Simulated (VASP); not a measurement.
# MgO (P-6m2) in VASP: further runs

MgO is run at these levels: LDA; tasks: single point.

Everything below comes from runs of VASP 6.6.1. Logs are shortened: lines on timing, memory, paths and dates and some standing lists are left out, and cuts for length are marked.

### Step 1. The cell of the first run

It takes space group P-6m2 (No. 187, hexagonal). Conventional cell: a = 2.982 Å, b = 2.982 Å, c = 2.760 Å, α = 90.00°, β = 90.00°, γ = 120.00°. Mg (site symmetry -6m2) has 6 O at 2.21 Å and 2 Mg at 2.76 Å within 2.9 Å. O (site symmetry -6m2) has 6 Mg at 2.21 Å and 2 O at 2.76 Å within 2.9 Å.

### Step 2. Single point, LDA (strain +0.015 along x and y, +0.030 along z)

INCAR reads:

```
SYSTEM = MgO
ALGO = Normal
EDIFF = 1E-6
ENCUT = 520
GGA = CA
ISIF = 2
ISMEAR = 0
LASPH = .True.
LCHARG = .False.
LREAL = .False.
LWAVE = .False.
NBANDS = 11
NELM = 80
PREC = Accurate
SIGMA = 0.05
```

KPOINTS reads:

```
k-points
0
Gamma
  9 9 8
  0 0 0
```

POSCAR reads:

```
MgO
1.0
    2.9820912170      0.0000000000      0.0000000000
   -1.4910456085      2.5825667503      0.0000000000
    0.0000000000      0.0000000000      2.7600704000
Mg O
1 1
Direct
    0.0000000000      0.0000000000      0.0000000000
    0.3333333333      0.6666666667      0.5000000000
```

Potentials or basis: VASP PAW LDA potentials, release 64 (Mg, O).

Launch:

```bash
$ cat potpaw_LDA.64/Mg/POTCAR potpaw_LDA.64/O/POTCAR > POTCAR
$ mpirun -np 1 vasp_std > vasp.out
```

OUTCAR:

```text
SYSTEM = MgO
   EDIFF = 1E-6
   ENCUT = 520
   GGA = CA
   ISIF = 2
   ISMEAR = 0
   LASPH = .True.
   LREAL = .False.
   NELM = 80
   PREC = Accurate

 ion  position               nearest neighbor table
   1  0.000  0.000  0.000-   2 2.21   2 2.21   2 2.21   2 2.21   2 2.21   2 2.21
   2  0.333  0.667  0.500-   1 2.21   1 2.21   1 2.21   1 2.21   1 2.21   1 2.21

  LATTYP: Found a hexagonal cell.
 ALAT       =     2.9820912170
 C/A-ratio  =     0.9255486164

  Lattice vectors:

 A1 = (   2.9820912170,   0.0000000000,   0.0000000000)
 A2 = (  -1.4910456085,   2.5825667503,   0.0000000000)
 A3 = (   0.0000000000,   0.0000000000,   2.7600704000)

Analysis of symmetry for initial positions (statically):
=====================================================================
 Subroutine PRICEL returns:
 Original cell was already a primitive cell.

 Routine SETGRP: Setting up the symmetry group for a
 hexagonal supercell.

 Subroutine GETGRP returns: Found 12 space group operations
 (whereof 12 operations were pure point group operations)
 out of a pool of 24 trial point group operations.

The static configuration has the point symmetry D_3h.

Analysis of symmetry for dynamics (positions and initial velocities):
=====================================================================
 Subroutine PRICEL returns:
 Original cell was already a primitive cell.

 Routine SETGRP: Setting up the symmetry group for a
 hexagonal supercell.

 Subroutine GETGRP returns: Found 12 space group operations
 (whereof 12 operations were pure point group operations)
 out of a pool of 24 trial point group operations.

The dynamic configuration has the point symmetry D_3h.

 Subroutine INISYM returns: Found 12 space group operations
 (whereof 12 operations are pure point group operations),
 and found     1 'primitive' translations

----------------------------------------------------------------------------------------

                                     Primitive cell

  volume of cell :      21.2565

  direct lattice vectors                    reciprocal lattice vectors
     2.982091217  0.000000000  0.000000000     0.335335148  0.193605838  0.000000000
    -1.491045608  2.582566750  0.000000000     0.000000000  0.387211676  0.000000000
     0.000000000  0.000000000  2.760070400     0.000000000  0.000000000  0.362309599

  length of vectors
     2.982091217  2.982091217  2.760070400     0.387211676  0.387211676  0.362309599

  position of ions in fractional coordinates (direct lattice)
     0.000000000  0.000000000  0.000000000
     0.333333333  0.666666667  0.500000000

  ion indices of the primitive-cell ions
   primitive index   ion index
                 1           1
                 2           2

----------------------------------------------------------------------------------------

 KPOINTS: k-points

Automatic generation of k-mesh.
 Grid dimensions read from file:
 generate k-points for:    9    9    8

 Generating k-lattice:

  Cartesian coordinates                     Fractional coordinates (reciprocal lattice)
     0.037259461  0.021511760  0.000000000     0.111111111  0.000000000  0.000000000
     0.000000000  0.043023520  0.000000000     0.000000000  0.111111111  0.000000000
     0.000000000  0.000000000  0.045288700     0.000000000  0.000000000  0.125000000

  Length of vectors
     0.043023520  0.043023520  0.045288700

  Shift w.r.t. Gamma in fractional coordinates (k-lattice)
     0.000000000  0.000000000  0.000000000

 Subroutine IBZKPT returns following result:
 ===========================================

 Found     60 irreducible k-points:

 Following reciprocal coordinates:
            Coordinates               Weight
  0.000000  0.000000  0.000000      1.000000
  0.111111 -0.000000  0.000000      6.000000
  0.222222  0.000000  0.000000      6.000000
  0.333333 -0.000000  0.000000      6.000000
  0.444444  0.000000  0.000000      6.000000
  0.111111  0.111111  0.000000      6.000000
[... 16 lines left out ...]
  0.333333  0.222222  0.125000     24.000000
  0.333333  0.333333  0.125000      4.000000
 [... further k-points ...]
   k-points           NKPTS =     60   k-points in BZ     NKDIM =     60   number of bands    NBANDS=     11
   number of dos      NEDOS =    301   number of ions     NIONS =      2
   total plane-waves  NPLWV =  13824
   dimension x,y,z NGX =    24 NGY =   24 NGZ =   24
   dimension x,y,z NGXF=    48 NGYF=   48 NGZF=   48
   ions per type =               1   1
   NGX,Y,Z   is equivalent  to a cutoff of  13.38, 13.38, 14.46 a.u.
   NGXF,Y,Z  is equivalent  to a cutoff of  26.76, 26.76, 28.91 a.u.
 SYSTEM =  MgO
   PREC   = accura    normal or accurate (medium, high low for compatibility)
   ISTART =      0    job   : 0-new  1-cont  2-samecut
   ICHARG =      2    charge: 1-file 2-atom 10-const
   ISPIN  =      1    spin polarized calculation?
   LNONCOLLINEAR =      F non collinear calculations
   LSORBIT =      F    spin-orbit coupling
   LASPH  =      T    aspherical Exc in radial PAW
   ENCUT  =  520.0 eV  38.22 Ry    6.18 a.u.   5.54  5.54  5.13*2*pi/ulx,y,z
   NELM   =     80;   NELMIN=  2; NELMDL= -5     # of ELM steps
   EDIFF  = 0.1E-05   stopping-criterion for ELM
   LREAL  =      F    real-space projection
   EDIFFG = 0.1E-04   stopping-criterion for IOM
   NSW    =      0    number of steps for IOM
   IBRION =     -1    ionic relax: 0-MD 1-quasi-New 2-CG
   NFREE  =      0    steps in history (QN), initial steepest desc. (CG)
   ISIF   =      2    stress and relaxation
   ISYM   =      2    0-nonsym 1-usesym 2-fastsym
   POTIM  = 0.5000    time-step for ionic-motion
   TEBEG  =    0.0;   TEEND  =   0.0 temperature during run
   PSTRESS=    0.0 pullay stress
   NELECT =       8.0000    total number of electrons
   NUPDOWN=      -1.0000    fix difference up-down
   EMIN   =  10.00;   EMAX   =-10.00  energy-range for DOS
   EFERMI =   0.00;   METHOD = LEGACY
   ISMEAR =     0;   SIGMA  =   0.05  broadening in eV -4-tet -1-fermi 0-gaus
   EFERMI_NEDOS =   21; number of points for ismear=-14 and -15
   IALGO  =     38    algorithm
   IMIX   =      4    mixing-type and parameters
     AMIX     =   0.40;   BMIX     =  1.00
     AMIX_MAG =   1.60;   BMIX_MAG =  1.00
  volume/ion in A,a.u.               =      10.63        71.72
  Fermi-wavevector in a.u.,A,eV,Ry     =   1.181972  2.233604 19.008133  1.397058
  Thomas-Fermi vector in A             =   2.318235
   LORBIT       =      0    0 simple, 1 ext, 2 COOP (PROOUT), +10 PAW based schemes
   GGA     = CA    functional components
   LHFCALC =     F    Hartree Fock is set to
   AEXX    =    0.0000 exact exchange contribution
   IVDW    =     0    specifies the selected vdW correction
   LEPSILON=     F    determine dielectric tensor
   LRPA    =     F    only Hartree local field effects (RPA)
 non-spin polarized calculation
 Gauss-broadening in eV      SIGMA  =   0.05
  energy-cutoff  :      520.00
  volume of cell :       21.26
 maximum number of plane-waves:       599
 NGX is ok and might be reduce to    24
   NGX = 11   NGY = 11   NGZ = 11

 number of electron       8.0000003 magnetization

 Free energy of the ion-electron system (eV)
  ---------------------------------------------------
  ext. energy  EPLUGINS =         0.00000000
  ---------------------------------------------------
  free energy    TOTEN  =       -12.55989886 eV

  energy without entropy =      -12.55989886  energy(sigma->0) =      -12.55989886

 E-fermi :   2.8491     XC(G=0): -10.9613

 val. band max:        2.5183610150   @ k =   0.0000   0.0000   0.5000
 cond. band min:       5.0400263105   @ k =   0.0000   0.0000   0.0000
 fundamental gap:      2.5216652955
 Fermi energy:         2.8490962000

 k-point     1 :       0.0000    0.0000    0.0000
  band No.  band energies     occupation
      1     -14.2980      2.00000
      2       2.0327      2.00000
      3       2.0644      2.00000
      4       2.0644      2.00000
      5       5.0400      0.00000
      6      13.9211      0.00000
      7      17.5585      0.00000
      8      17.5585      0.00000
      9      21.6615      0.00000
     10      21.9182      0.00000
     11      23.8315      0.00000

 k-point     2 :       0.1111   -0.0000    0.0000
  band No.  band energies     occupation
      1     -14.1953      2.00000
      2       1.2648      2.00000
      3       1.9755      2.00000
      4       2.0739      2.00000
      5       5.7968      0.00000
      6      13.9376      0.00000
      7      16.4215      0.00000
      8      17.8238      0.00000
      9      21.7414      0.00000
     10      22.6236      0.00000
     11      24.0731      0.00000

 k-point     3 :       0.2222    0.0000    0.0000
  band No.  band energies     occupation
      1     -13.9223      2.00000
      2      -0.1087      2.00000
      3       1.7604      2.00000
      4       2.1809      2.00000
      5       7.0719      0.00000
      6      13.3118      0.00000
      7      15.7038      0.00000
      8      18.4321      0.00000
      9      21.2631      0.00000
     10      22.3297      0.00000
     11      24.9373      0.00000

 k-point     4 :       0.3333   -0.0000    0.0000
  band No.  band energies     occupation
      1     -13.5840      2.00000
      2      -1.3070      2.00000
      3       1.5310      2.00000
      4       2.3076      2.00000
      5       8.1455      0.00000
      6      12.4517      0.00000
      7      15.5077      0.00000
      8      18.9883      0.00000
      9      20.6717      0.00000
     10      22.5103      0.00000
     11      26.4761      0.00000

 k-point     5 :       0.4444    0.0000    0.0000
  band No.  band energies     occupation
      1     -13.3432      2.00000
      2      -2.0041      2.00000
      3       1.3889      2.00000
      4       2.3934      2.00000
      5       8.6767      0.00000
      6      12.2617      0.00000
      7      15.0154      0.00000
      8      19.2686      0.00000
      9      20.2639      0.00000
     10      23.3752      0.00000
     11      25.9622      0.00000
[... 211 lines left out ...]
 k-point    21 :       0.4444    0.1111    0.1250
  band No.  band energies     occupation
      1     -13.1926      2.00000
      2      -1.7870      2.00000
      3       0.9914      2.00000
      4       1.8088      2.00000
      5       9.3922      0.00000
      6      12.1670      0.00000
      7      15.2292      0.00000
      8      18.6049      0.00000
      9      19.1343      0.00000
     10      23.6631      0.00000
     11      25.7343      0.00000

 k-point    22 :       0.2222    0.2222    0.1250
  band No.  band energies     occupation
      1     -13.3362      2.00000
      2      -1.1642      2.00000
      3       0.7166      2.00000
      4       1.7235      2.00000
      5       9.3318      0.00000
      6      12.5420      0.00000
      7      15.4867      0.00000
      8      17.6708      0.00000
      9      20.4932      0.00000
     10      22.0082      0.00000
     11      25.6915      0.00000

 k-point    23 :       0.3333    0.2222    0.1250
  band No.  band energies     occupation
      1     -13.1572      2.00000
      2      -1.3732      2.00000
      3       0.1517      2.00000
      4       1.8362      2.00000
      5       9.9786      0.00000
      6      12.5499      0.00000
      7      14.6735      0.00000
      8      18.3807      0.00000
      9      19.6165      0.00000
     10      22.9022      0.00000
     11      25.5575      0.00000

 k-point    24 :       0.3333    0.3333    0.1250
  band No.  band energies     occupation
      1     -13.0956      2.00000
      2      -0.8175      2.00000
      3      -0.7558      2.00000
      4       1.8758      2.00000
      5      10.3471      0.00000
      6      13.0888      0.00000
      7      13.8503      0.00000
      8      18.7320      0.00000
      9      19.3891      0.00000
     10      23.2522      0.00000
     11      25.1656      0.00000

 [... further k-points ...]

------------------------ aborting loop because EDIFF is reached ----------------------------------------

  FORCE on cell =-STRESS in cart. coord.  units (eV):
  Direction    XX          YY          ZZ          XY          YZ          ZX
  --------------------------------------------------------------------------------------
  -------------------------------------------------------------------------------------
  Total       -1.8523971     -1.8523971     -3.1885130      0.0000000     -0.0000000      0.0000000
  in kB     -139.6214148   -139.6214148   -240.3289747      0.0000000     -0.0000000      0.0000000
  external PRESSURE =    -173.1906014 kB  Pullay stress =       0.0000000 kB

 VOLUME and BASIS-vectors are now :
 -----------------------------------------------------------------------------
  energy-cutoff  :      520.00
  volume of cell :       21.26
      direct lattice vectors                 reciprocal lattice vectors
     2.982091217  0.000000000  0.000000000     0.335335148  0.193605838  0.000000000
    -1.491045608  2.582566750  0.000000000     0.000000000  0.387211676  0.000000000
     0.000000000  0.000000000  2.760070400     0.000000000  0.000000000  0.362309599

 POSITION                                       TOTAL-FORCE (eV/Angst)
 -----------------------------------------------------------------------------------
      0.00000      0.00000      0.00000         0.000000      0.000000      0.000000
     -0.00000      1.72171      1.38004        -0.000000     -0.000000      0.000000
 -----------------------------------------------------------------------------------
    total drift:                                0.000000     -0.000000     -0.000000

  FREE ENERGIE OF THE ION-ELECTRON SYSTEM (eV)
  ---------------------------------------------------
  free  energy   TOTEN  =       -12.5598988586 eV

  energy  without entropy=      -12.5598988586  energy(sigma->0) =      -12.55989886
```

Run time: 34 s. Hardware: 1 thread of AMD EPYC 7R13, shared host; peak memory 0.1 GiB.

What came out:

| Quantity | Value |
| --- | --- |
| Free energy | -12.5599 eV |
| Pressure | -17.3 GPa |
| Band gap on the k mesh | 2.52 eV, indirect (least direct gap 2.98 eV) |

Stress tensor (GPa, compression positive):
```
-13.96   0.00   0.00
  0.00 -13.96   0.00
  0.00   0.00 -24.03
```

Caveat: the cell differs from its parent crystal (strain +0.015 along x and y, +0.030 along z).

(Part 1 of 2 ends here.)
